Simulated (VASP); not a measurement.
# TaF3 (P4/mmm) in VASP: a series of runs

The runs below take TaF3 through single point, with PBEsol.

All numbers are computed with VASP 6.6.1; they aren't measurements. Logs are shortened: lines on timing, memory, paths and dates and some standing lists are left out, and cuts for length are marked.

## (1) The cell of the first run

Symmetry: P4/mmm, No. 123, tetragonal system. The conventional cell has a = 4.238 Å, b = 4.238 Å, c = 3.306 Å, α = 90.00°, β = 90.00°, γ = 90.00°. Within 2.2 Å of Ta (site symmetry 4/mmm) lie 6 F at 1.65 to 2.12 Å. Within 2.8 Å of F (site symmetry mmm) lie 2 Ta at 2.12 Å and 4 F at 2.69 Å. F (site symmetry 4/mmm) has 2 Ta at 1.65 Å within 2.2 Å.

## (2) Single point, PBEsol

Input file INCAR:

```
SYSTEM = TaF3
PREC = Accurate
ENCUT = 520
EDIFF = 1E-7
ISMEAR = 0
SIGMA = 0.15
LREAL = .FALSE.
LASPH = .TRUE.
NELM = 60
ALGO = Normal
ISIF = 2
LWAVE = .FALSE.
LCHARG = .FALSE.
GGA = PS
NBANDS = 24
```

Input file KPOINTS:

```
Automatic mesh
0
G
  14 14 14
  0 0 0
```

Input file POSCAR:

```
TaF3
1.0
    4.2380559054      0.0000000000      0.0000000000
    0.0000000000      4.2380559054      0.0000000000
    0.0000000000      0.0000000000      3.3056836062
Ta F
1 3
Direct
    0.0000000000      0.0000000000      0.0000000000
    0.5000000000      0.0000000000      0.0000000000
    0.0000000000      0.5000000000      0.0000000000
    0.0000000000      0.0000000000      0.5000000000
```

Potentials or basis: VASP PAW PBE potentials, release 64 (Ta_pv, F).

On the command line:

```
cat potpaw_PBE.64/Ta_pv/POTCAR potpaw_PBE.64/F/POTCAR > POTCAR
mpirun -np 1 vasp_std > vasp.out
```

OUTCAR:

```text
SYSTEM = TaF3
   PREC = Accurate
   ENCUT = 520
   EDIFF = 1E-7
   ISMEAR = 0
   LREAL = .FALSE.
   LASPH = .TRUE.
   NELM = 60
   ISIF = 2
   GGA = PS

 ion  position               nearest neighbor table
   1  0.000  0.000  0.000-   4 1.65   4 1.65   2 2.12   3 2.12   3 2.12   2 2.12
   2  0.500  0.000  0.000-   1 2.12   1 2.12
   3  0.000  0.500  0.000-   1 2.12   1 2.12
   4  0.000  0.000  0.500-   1 1.65   1 1.65

  LATTYP: Found a simple tetragonal cell.
 ALAT       =     4.2380559054
 C/A-ratio  =     0.7800000000

  Lattice vectors:

 A1 = (   4.2380559054,   0.0000000000,   0.0000000000)
 A2 = (   0.0000000000,   4.2380559054,   0.0000000000)
 A3 = (   0.0000000000,   0.0000000000,   3.3056836062)

Analysis of symmetry for initial positions (statically):
=====================================================================
 Subroutine PRICEL returns:
 Original cell was already a primitive cell.

 Routine SETGRP: Setting up the symmetry group for a
 simple tetragonal supercell.

 Subroutine GETGRP returns: Found 16 space group operations
 (whereof 16 operations were pure point group operations)
 out of a pool of 16 trial point group operations.

The static configuration has the point symmetry D_4h.

Analysis of symmetry for dynamics (positions and initial velocities):
=====================================================================
 Subroutine PRICEL returns:
 Original cell was already a primitive cell.

 Routine SETGRP: Setting up the symmetry group for a
 simple tetragonal supercell.

 Subroutine GETGRP returns: Found 16 space group operations
 (whereof 16 operations were pure point group operations)
 out of a pool of 16 trial point group operations.

The dynamic configuration has the point symmetry D_4h.

 Subroutine INISYM returns: Found 16 space group operations
 (whereof 16 operations are pure point group operations),
 and found     1 'primitive' translations

----------------------------------------------------------------------------------------

                                     Primitive cell

  volume of cell :      59.3738

  direct lattice vectors                    reciprocal lattice vectors
     4.238055905  0.000000000  0.000000000     0.235957246  0.000000000  0.000000000
     0.000000000  4.238055905  0.000000000     0.000000000  0.235957246  0.000000000
     0.000000000  0.000000000  3.305683606     0.000000000  0.000000000  0.302509290

  length of vectors
     4.238055905  4.238055905  3.305683606     0.235957246  0.235957246  0.302509290

  position of ions in fractional coordinates (direct lattice)
     0.000000000  0.000000000  0.000000000
     0.500000000  0.000000000  0.000000000
     0.000000000  0.500000000  0.000000000
     0.000000000  0.000000000  0.500000000

  ion indices of the primitive-cell ions
   primitive index   ion index
                 1           1
                 2           2
                 3           3
                 4           4

----------------------------------------------------------------------------------------

 KPOINTS: Automatic mesh

Automatic generation of k-mesh.
 Grid dimensions read from file:
 generate k-points for:   14   14   14

 Generating k-lattice:

  Cartesian coordinates                     Fractional coordinates (reciprocal lattice)
     0.016854089  0.000000000  0.000000000     0.071428571  0.000000000  0.000000000
     0.000000000  0.016854089  0.000000000     0.000000000  0.071428571  0.000000000
     0.000000000  0.000000000  0.021607806     0.000000000  0.000000000  0.071428571

  Length of vectors
     0.016854089  0.016854089  0.021607806

  Shift w.r.t. Gamma in fractional coordinates (k-lattice)
     0.000000000  0.000000000  0.000000000

 Subroutine IBZKPT returns following result:
 ===========================================

 Found    288 irreducible k-points:

 Following reciprocal coordinates:
            Coordinates               Weight
  0.000000  0.000000  0.000000      1.000000
  0.071429  0.000000  0.000000      4.000000
  0.142857  0.000000  0.000000      4.000000
  0.214286  0.000000  0.000000      4.000000
  0.285714  0.000000  0.000000      4.000000
  0.357143  0.000000  0.000000      4.000000
[... 16 lines left out ...]
  0.285714  0.214286  0.000000      8.000000
  0.357143  0.214286  0.000000      8.000000
 [... further k-points ...]
   k-points           NKPTS =    288   k-points in BZ     NKDIM =    288   number of bands    NBANDS=     24
   number of dos      NEDOS =    301   number of ions     NIONS =      4
   total plane-waves  NPLWV =  28672
   dimension x,y,z NGX =    32 NGY =   32 NGZ =   28
   dimension x,y,z NGXF=    64 NGYF=   64 NGZF=   56
   ions per type =               1   3
   NGX,Y,Z   is equivalent  to a cutoff of  12.55, 12.55, 14.08 a.u.
   NGXF,Y,Z  is equivalent  to a cutoff of  25.11, 25.11, 28.16 a.u.
 SYSTEM =  TaF3
   PREC   = accura    normal or accurate (medium, high low for compatibility)
   ISTART =      0    job   : 0-new  1-cont  2-samecut
   ICHARG =      2    charge: 1-file 2-atom 10-const
   ISPIN  =      1    spin polarized calculation?
   LNONCOLLINEAR =      F non collinear calculations
   LSORBIT =      F    spin-orbit coupling
   LASPH  =      T    aspherical Exc in radial PAW
   ENCUT  =  520.0 eV  38.22 Ry    6.18 a.u.   7.88  7.88  6.15*2*pi/ulx,y,z
   NELM   =     60;   NELMIN=  2; NELMDL= -5     # of ELM steps
   EDIFF  = 0.1E-06   stopping-criterion for ELM
   LREAL  =      F    real-space projection
   EDIFFG = 0.1E-05   stopping-criterion for IOM
   NSW    =      0    number of steps for IOM
   IBRION =     -1    ionic relax: 0-MD 1-quasi-New 2-CG
   NFREE  =      0    steps in history (QN), initial steepest desc. (CG)
   ISIF   =      2    stress and relaxation
   ISYM   =      2    0-nonsym 1-usesym 2-fastsym
   POTIM  = 0.5000    time-step for ionic-motion
   TEBEG  =    0.0;   TEEND  =   0.0 temperature during run
   PSTRESS=    0.0 pullay stress
   NELECT =      32.0000    total number of electrons
   NUPDOWN=      -1.0000    fix difference up-down
   EMIN   =  10.00;   EMAX   =-10.00  energy-range for DOS
   EFERMI =   0.00;   METHOD = LEGACY
   ISMEAR =     0;   SIGMA  =   0.15  broadening in eV -4-tet -1-fermi 0-gaus
   EFERMI_NEDOS =   21; number of points for ismear=-14 and -15
   IALGO  =     38    algorithm
   IMIX   =      4    mixing-type and parameters
     AMIX     =   0.40;   BMIX     =  1.00
     AMIX_MAG =   1.60;   BMIX_MAG =  1.00
  volume/ion in A,a.u.               =      14.84       100.17
  Fermi-wavevector in a.u.,A,eV,Ry     =   1.332273  2.517631 24.149685  1.774952
  Thomas-Fermi vector in A             =   2.461221
   LORBIT       =      0    0 simple, 1 ext, 2 COOP (PROOUT), +10 PAW based schemes
   GGA     = PS    functional components
   LHFCALC =     F    Hartree Fock is set to
   AEXX    =    0.0000 exact exchange contribution
   IVDW    =     0    specifies the selected vdW correction
   LEPSILON=     F    determine dielectric tensor
   LRPA    =     F    only Hartree local field effects (RPA)
 non-spin polarized calculation
 Gauss-broadening in eV      SIGMA  =   0.15
  energy-cutoff  :      520.00
  volume of cell :       59.37
 maximum number of plane-waves:      1628
 NGX is ok and might be reduce to    32
   NGX = 15   NGY = 15   NGZ = 13

 number of electron      31.9999987 magnetization

 Free energy of the ion-electron system (eV)
  ---------------------------------------------------
  ext. energy  EPLUGINS =         0.00000000
  ---------------------------------------------------
  free energy    TOTEN  =       -22.95489389 eV

  energy without entropy =      -22.92320725  energy(sigma->0) =      -22.93905057

 E-fermi :   4.3071     XC(G=0):  -9.2458

 val. band max:        4.3068893901   @ k =   0.5000   0.0714   0.0000
 cond. band min:       4.3080255145   @ k =   0.5000   0.4286   0.0714
 fundamental gap:      0.0011361244
 Fermi energy:         4.3070950018

 k-point     1 :       0.0000    0.0000    0.0000
  band No.  band energies     occupation
      1     -34.0241      2.00000
      2     -32.2052      2.00000
      3     -32.2052      2.00000
      4     -27.8626      2.00000
      5     -22.6693      2.00000
      6     -22.4880      2.00000
[... 16 lines left out ...]
     23      12.6492      0.00000
     24      13.0388      0.00000

 k-point     2 :       0.0714    0.0000    0.0000
  band No.  band energies     occupation
      1     -34.0241      2.00000
      2     -32.2111      2.00000
      3     -32.2051      2.00000
      4     -27.8625      2.00000
      5     -22.6559      2.00000
      6     -22.4773      2.00000
[... 16 lines left out ...]
     23      12.6738      0.00000
     24      13.2014      0.00000

 k-point     3 :       0.1429    0.0000    0.0000
  band No.  band energies     occupation
      1     -34.0239      2.00000
      2     -32.2276      2.00000
      3     -32.2049      2.00000
      4     -27.8620      2.00000
      5     -22.6263      2.00000
      6     -22.4381      2.00000
[... 16 lines left out ...]
     23      12.7508      0.00000
     24      13.3380      0.00000

 k-point     4 :       0.2143    0.0000    0.0000
  band No.  band energies     occupation
      1     -34.0236      2.00000
      2     -32.2512      2.00000
      3     -32.2045      2.00000
      4     -27.8614      2.00000
      5     -22.6015      2.00000
      6     -22.3625      2.00000
[... 16 lines left out ...]
     23      12.8852      0.00000
     24      13.5264      0.00000

 k-point     5 :       0.2857    0.0000    0.0000
  band No.  band energies     occupation
      1     -34.0233      2.00000
      2     -32.2772      2.00000
      3     -32.2041      2.00000
      4     -27.8607      2.00000
      5     -22.5875      2.00000
      6     -22.2634      2.00000
[... 451 lines left out ...]
 k-point    22 :       0.2143    0.2143    0.0000
  band No.  band energies     occupation
      1     -34.0231      2.00000
      2     -32.2507      2.00000
      3     -32.2504      2.00000
      4     -27.8603      2.00000
      5     -22.4423      2.00000
      6     -22.3283      2.00000
[... 16 lines left out ...]
     23      11.8507      0.00000
     24      14.9729      0.00000

 k-point    23 :       0.2857    0.2143    0.0000
  band No.  band energies     occupation
      1     -34.0228      2.00000
      2     -32.2765      2.00000
      3     -32.2501      2.00000
      4     -27.8596      2.00000
      5     -22.4011      2.00000
      6     -22.2565      2.00000
[... 16 lines left out ...]
     23      11.9324      0.00000
     24      14.5468      0.00000

 k-point    24 :       0.3571    0.2143    0.0000
  band No.  band energies     occupation
      1     -34.0226      2.00000
      2     -32.2995      2.00000
      3     -32.2498      2.00000
      4     -27.8591      2.00000
      5     -22.3889      2.00000
      6     -22.1655      2.00000
[... 16 lines left out ...]
     23      12.0882      0.00000
     24      13.9460      0.00000

 [... further k-points ...]

------------------------ aborting loop because EDIFF is reached ----------------------------------------

  FORCE on cell =-STRESS in cart. coord.  units (eV):
  Direction    XX          YY          ZZ          XY          YZ          ZX
  --------------------------------------------------------------------------------------
  -------------------------------------------------------------------------------------
  Total       -2.2836684     -2.2836684     59.9218578      0.0000000      0.0000000      0.0000000
  in kB      -61.6238720    -61.6238720   1616.9671812      0.0000000      0.0000000      0.0000000
  external PRESSURE =     497.9064790 kB  Pullay stress =       0.0000000 kB

 VOLUME and BASIS-vectors are now :
 -----------------------------------------------------------------------------
  energy-cutoff  :      520.00
  volume of cell :       59.37
      direct lattice vectors                 reciprocal lattice vectors
     4.238055905  0.000000000  0.000000000     0.235957246  0.000000000  0.000000000
     0.000000000  4.238055905  0.000000000     0.000000000  0.235957246  0.000000000
     0.000000000  0.000000000  3.305683606     0.000000000  0.000000000  0.302509290

 POSITION                                       TOTAL-FORCE (eV/Angst)
 -----------------------------------------------------------------------------------
      0.00000      0.00000      0.00000         0.000000      0.000000      0.000000
      2.11903      0.00000      0.00000         0.000000      0.000000      0.000000
      0.00000      2.11903      0.00000         0.000000      0.000000      0.000000
      0.00000      0.00000      1.65284         0.000000      0.000000      0.000000
 -----------------------------------------------------------------------------------
    total drift:                                0.000000      0.000000     -0.000000

  FREE ENERGIE OF THE ION-ELECTRON SYSTEM (eV)
  ---------------------------------------------------
  free  energy   TOTEN  =       -22.9548938882 eV

  energy  without entropy=      -22.9232072485  energy(sigma->0) =      -22.93905057
```

Run time: 7.1 min. Hardware: 1 thread of Intel Xeon 8259CL, shared host; peak memory 0.45 GiB.

Results:

```
Free energy            : -22.9549 eV
Pressure               : 49.8 GPa
Band gap on the k mesh : zero (bands 16 and 17 overlap by 2.30 eV)
```

Caveat: the cell stands under pressure; the PAW data sets were made with another functional, which shifts forces and pressure a little; spin-orbit coupling is left out, which moves the levels of the heavy elements.

(Continued in part 2 of 4.)
